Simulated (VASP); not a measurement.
# Au (P6_3/mmc) in VASP: notebook

The runs below take Au through single point, with PBEsol.

Everything below comes from runs of VASP 6.6.1. Logs are shortened: lines on timing, memory, paths and dates and some standing lists are left out, and cuts for length are marked.

## 1. The cell of the first run

It takes space group P6_3/mmc (No. 194, hexagonal). The conventional cell has a = 2.841 Å, b = 2.841 Å, c = 4.780 Å, α = 90.00°, β = 90.00°, γ = 120.00°. Au (site symmetry -6m2) has 12 Au at 2.84 to 2.90 Å within 3.7 Å.

## 2. Single point, PBEsol

Input file INCAR:

```
SYSTEM = Au
  PREC = Accurate
  ENCUT = 520
  EDIFF = 1E-7
  ISMEAR = -1
  SIGMA = 0.1
  LREAL = .FALSE.
  LASPH = .TRUE.
  NELM = 80
  ALGO = Normal
  ISIF = 2
  LWAVE = .FALSE.
  LCHARG = .FALSE.
  GGA = PS
  NBANDS = 18
```

Input file KPOINTS:

```
regular mesh
0
G
  11 11 6
  0 0 0
```

Input file POSCAR:

```
Au
1.0
    2.8407997153      0.0000000000      0.0000000000
   -1.4203998576      2.4602050428      0.0000000000
    0.0000000000      0.0000000000      4.7803802105
Au
2
Direct
    0.3333333333      0.6666666667      0.7500000000
    0.6666666667      0.3333333333      0.2500000000
```

Potentials or basis: VASP PAW PBE potentials, release 64 (Au).

Started as:

```sh
$ cat potpaw_PBE.64/Au/POTCAR > POTCAR
$ mpirun -np 1 vasp_std > vasp.out
```

OUTCAR:

```text
SYSTEM = Au
   PREC = Accurate
   ENCUT = 520
   EDIFF = 1E-7
   ISMEAR = -1
   LREAL = .FALSE.
   LASPH = .TRUE.
   NELM = 80
   ISIF = 2
   GGA = PS

 ion  position               nearest neighbor table
   1  0.333  0.667  0.750-   2 2.90   2 2.90   2 2.90   2 2.90   2 2.90   2 2.90
   2  0.667  0.333  0.250-   1 2.90   1 2.90   1 2.90   1 2.90   1 2.90   1 2.90

  LATTYP: Found a hexagonal cell.
 ALAT       =     2.8407997153
 C/A-ratio  =     1.6827586207

  Lattice vectors:

 A1 = (   2.8407997153,   0.0000000000,   0.0000000000)
 A2 = (  -1.4203998576,   2.4602050428,   0.0000000000)
 A3 = (   0.0000000000,   0.0000000000,   4.7803802105)

Analysis of symmetry for initial positions (statically):
=====================================================================
 Subroutine PRICEL returns:
 Original cell was already a primitive cell.

 Routine SETGRP: Setting up the symmetry group for a
 hexagonal supercell.

 Subroutine GETGRP returns: Found 24 space group operations
 (whereof 12 operations were pure point group operations)
 out of a pool of 24 trial point group operations.

The static configuration has the point symmetry D_3d.
 The point group associated with its full space group is D_6h.

Analysis of symmetry for dynamics (positions and initial velocities):
=====================================================================
 Subroutine PRICEL returns:
 Original cell was already a primitive cell.

 Routine SETGRP: Setting up the symmetry group for a
 hexagonal supercell.

 Subroutine GETGRP returns: Found 24 space group operations
 (whereof 12 operations were pure point group operations)
 out of a pool of 24 trial point group operations.

The dynamic configuration has the point symmetry D_3d.
 The point group associated with its full space group is D_6h.

 Subroutine INISYM returns: Found 24 space group operations
 (whereof 12 operations are pure point group operations),
 and found     1 'primitive' translations

----------------------------------------------------------------------------------------

                                     Primitive cell

  volume of cell :      33.4098

  direct lattice vectors                    reciprocal lattice vectors
     2.840799715  0.000000000  0.000000000     0.352013553  0.203235093  0.000000000
    -1.420399858  2.460205043  0.000000000     0.000000000  0.406470185  0.000000000
     0.000000000  0.000000000  4.780380210     0.000000000  0.000000000  0.209188382

  length of vectors
     2.840799715  2.840799994  4.780380210     0.406470225  0.406470185  0.209188382

  position of ions in fractional coordinates (direct lattice)
     0.333333333  0.666666667  0.750000000
     0.666666667  0.333333333  0.250000000

  ion indices of the primitive-cell ions
   primitive index   ion index
                 1           1
                 2           2

----------------------------------------------------------------------------------------

 KPOINTS: regular mesh

Automatic generation of k-mesh.
 Grid dimensions read from file:
 generate k-points for:   11   11    6

 Generating k-lattice:

  Cartesian coordinates                     Fractional coordinates (reciprocal lattice)
     0.032001232  0.018475918  0.000000000     0.090909091  0.000000000  0.000000000
     0.000000000  0.036951835  0.000000000     0.000000000  0.090909091  0.000000000
     0.000000000  0.000000000  0.034864730     0.000000000  0.000000000  0.166666667

  Length of vectors
     0.036951839  0.036951835  0.034864730

  Shift w.r.t. Gamma in fractional coordinates (k-lattice)
     0.000000000  0.000000000  0.000000000

 Subroutine IBZKPT returns following result:
 ===========================================

 Found     64 irreducible k-points:

 Following reciprocal coordinates:
            Coordinates               Weight
  0.000000  0.000000  0.000000      1.000000
  0.090909  0.000000  0.000000      6.000000
  0.181818  0.000000  0.000000      6.000000
  0.272727  0.000000  0.000000      6.000000
  0.363636  0.000000  0.000000      6.000000
  0.454545  0.000000  0.000000      6.000000
[... 16 lines left out ...]
  0.090909  0.090909  0.166667     12.000000
  0.181818  0.090909  0.166667     24.000000
 [... further k-points ...]
   k-points           NKPTS =     64   k-points in BZ     NKDIM =     64   number of bands    NBANDS=     18
   number of dos      NEDOS =    301   number of ions     NIONS =      2
   total plane-waves  NPLWV =  20736
   dimension x,y,z NGX =    24 NGY =   24 NGZ =   36
   dimension x,y,z NGXF=    48 NGYF=   48 NGZF=   72
   ions per type =               2
   NGX,Y,Z   is equivalent  to a cutoff of  14.04, 14.04, 12.52 a.u.
   NGXF,Y,Z  is equivalent  to a cutoff of  28.09, 28.09, 25.04 a.u.
 SYSTEM =  Au
   PREC   = accura    normal or accurate (medium, high low for compatibility)
   ISTART =      0    job   : 0-new  1-cont  2-samecut
   ICHARG =      2    charge: 1-file 2-atom 10-const
   ISPIN  =      1    spin polarized calculation?
   LNONCOLLINEAR =      F non collinear calculations
   LSORBIT =      F    spin-orbit coupling
   LASPH  =      T    aspherical Exc in radial PAW
   ENCUT  =  520.0 eV  38.22 Ry    6.18 a.u.   5.28  5.28  8.89*2*pi/ulx,y,z
   NELM   =     80;   NELMIN=  2; NELMDL= -5     # of ELM steps
   EDIFF  = 0.1E-06   stopping-criterion for ELM
   LREAL  =      F    real-space projection
   EDIFFG = 0.1E-05   stopping-criterion for IOM
   NSW    =      0    number of steps for IOM
   IBRION =     -1    ionic relax: 0-MD 1-quasi-New 2-CG
   NFREE  =      0    steps in history (QN), initial steepest desc. (CG)
   ISIF   =      2    stress and relaxation
   ISYM   =      2    0-nonsym 1-usesym 2-fastsym
   POTIM  = 0.5000    time-step for ionic-motion
   TEBEG  =    0.0;   TEEND  =   0.0 temperature during run
   PSTRESS=    0.0 pullay stress
   NELECT =      22.0000    total number of electrons
   NUPDOWN=      -1.0000    fix difference up-down
   EMIN   =  10.00;   EMAX   =-10.00  energy-range for DOS
   EFERMI =   0.00;   METHOD = LEGACY
   ISMEAR =    -1;   SIGMA  =   0.10  broadening in eV -4-tet -1-fermi 0-gaus
   EFERMI_NEDOS =   21; number of points for ismear=-14 and -15
   IALGO  =     38    algorithm
   IMIX   =      4    mixing-type and parameters
     AMIX     =   0.40;   BMIX     =  1.00
     AMIX_MAG =   1.60;   BMIX_MAG =  1.00
  volume/ion in A,a.u.               =      16.70       112.73
  Fermi-wavevector in a.u.,A,eV,Ry     =   1.424265  2.691471 27.599854  2.028532
  Thomas-Fermi vector in A             =   2.544775
   LORBIT       =      0    0 simple, 1 ext, 2 COOP (PROOUT), +10 PAW based schemes
   GGA     = PS    functional components
   LHFCALC =     F    Hartree Fock is set to
   AEXX    =    0.0000 exact exchange contribution
   IVDW    =     0    specifies the selected vdW correction
   LEPSILON=     F    determine dielectric tensor
   LRPA    =     F    only Hartree local field effects (RPA)
 non-spin polarized calculation
  energy-cutoff  :      520.00
  volume of cell :       33.41
 maximum number of plane-waves:       910
 NGX is ok and might be reduce to    24
   NGX = 11   NGY = 11   NGZ = 17

 number of electron      22.0000000 magnetization

 Free energy of the ion-electron system (eV)
  ---------------------------------------------------
  ext. energy  EPLUGINS =         0.00000000
  ---------------------------------------------------
  free energy    TOTEN  =        -7.84288148 eV

  energy without entropy =       -7.82018264  energy(sigma->0) =       -7.83153206

 E-fermi :   9.5542     XC(G=0): -13.0028

 val. band max:        9.5534119165   @ k =   0.0909   0.0000   0.0000
 cond. band min:       9.5872053797   @ k =   0.1818   0.1818   0.3333
 fundamental gap:      0.0337934632
 Fermi energy:         9.5541596211

 k-point     1 :       0.0000    0.0000    0.0000
  band No.  band energies     occupation
      1      -0.5217      2.00000
      2       1.9971      2.00000
      3       4.6220      2.00000
      4       4.9330      2.00000
      5       4.9330      2.00000
      6       5.2572      2.00000
[... 10 lines left out ...]
     17      28.3330      0.00000
     18      28.3330      0.00000

 k-point     2 :       0.0909    0.0000    0.0000
  band No.  band energies     occupation
      1      -0.2550      2.00000
      2       2.2186      2.00000
      3       4.5304      2.00000
      4       4.9996      2.00000
      5       5.1150      2.00000
      6       5.1691      2.00000
[... 10 lines left out ...]
     17      27.0554      0.00000
     18      27.5605      0.00000

 k-point     3 :       0.1818    0.0000    0.0000
  band No.  band energies     occupation
      1       0.4934      2.00000
      2       2.7429      2.00000
      3       4.3225      2.00000
      4       4.8661      2.00000
      5       4.9300      2.00000
      6       5.4277      2.00000
[... 10 lines left out ...]
     17      26.1486      0.00000
     18      26.8613      0.00000

 k-point     4 :       0.2727    0.0000    0.0000
  band No.  band energies     occupation
      1       1.5093      2.00000
      2       2.9853      2.00000
      3       4.0620      2.00000
      4       4.4940      2.00000
      5       4.7536      2.00000
      6       5.3408      2.00000
[... 375 lines left out ...]
      4       4.2644      2.00000
      5       5.1153      2.00000
      6       5.4809      2.00000
[... 10 lines left out ...]
     17      22.0708      0.00000
     18      25.0276      0.00000

 k-point    23 :       0.0909    0.0909    0.1667
  band No.  band energies     occupation
      1       0.4739      2.00000
      2       2.6259      2.00000
      3       4.3723      2.00000
      4       4.7139      2.00000
      5       4.8645      2.00000
      6       5.3121      2.00000
[... 10 lines left out ...]
     17      26.1836      0.00000
     18      27.4218      0.00000

 k-point    24 :       0.1818    0.0909    0.1667
  band No.  band energies     occupation
      1       1.3503      2.00000
      2       3.1764      2.00000
      3       4.1226      2.00000
      4       4.2359      2.00000
      5       4.7121      2.00000
      6       5.1766      2.00000
[... 10 lines left out ...]
     17      25.7917      0.00000
     18      27.2880      0.00000

 [... further k-points ...]
[... 5 lines left out ...]
  --------------------------------------------------------------------------------------
  -------------------------------------------------------------------------------------
  Total        0.7758592      0.7758594      0.5050468      0.0000000     -0.0000000      0.0000000
  in kB       37.2065287     37.2065385     24.2196478      0.0000000     -0.0000000      0.0000000
  external PRESSURE =      32.8775717 kB  Pullay stress =       0.0000000 kB

 VOLUME and BASIS-vectors are now :
 -----------------------------------------------------------------------------
  energy-cutoff  :      520.00
  volume of cell :       33.41
      direct lattice vectors                 reciprocal lattice vectors
     2.840799715  0.000000000  0.000000000     0.352013553  0.203235093  0.000000000
    -1.420399858  2.460205043  0.000000000     0.000000000  0.406470185  0.000000000
     0.000000000  0.000000000  4.780380210     0.000000000  0.000000000  0.209188382

 POSITION                                       TOTAL-FORCE (eV/Angst)
 -----------------------------------------------------------------------------------
     -0.00000      1.64014      3.58529         0.000000     -0.000000      0.000000
      1.42040      0.82007      1.19510        -0.000000      0.000000      0.000000
 -----------------------------------------------------------------------------------
    total drift:                               -0.000000      0.000000     -0.000000

  FREE ENERGIE OF THE ION-ELECTRON SYSTEM (eV)
  ---------------------------------------------------
  free  energy   TOTEN  =        -7.8428814835 eV

  energy  without entropy=       -7.8201826383  energy(sigma->0) =       -7.83153206
```

Wall time 18 s (1 thread of Intel Xeon 6975P-C, shared host); peak memory 0.17 GiB.

Results:

```
Free energy            : -7.8429 eV
Pressure               : 3.3 GPa
Band gap on the k mesh : zero (band 11 reaches 13.41 eV, above the bottom of band 12 at 6.93 eV)
```

Caveat: the PAW data sets were made with another functional, which shifts forces and pressure a little; spin-orbit coupling is left out, which moves the levels of the heavy elements.

(Part 1 of 3 ends here.)
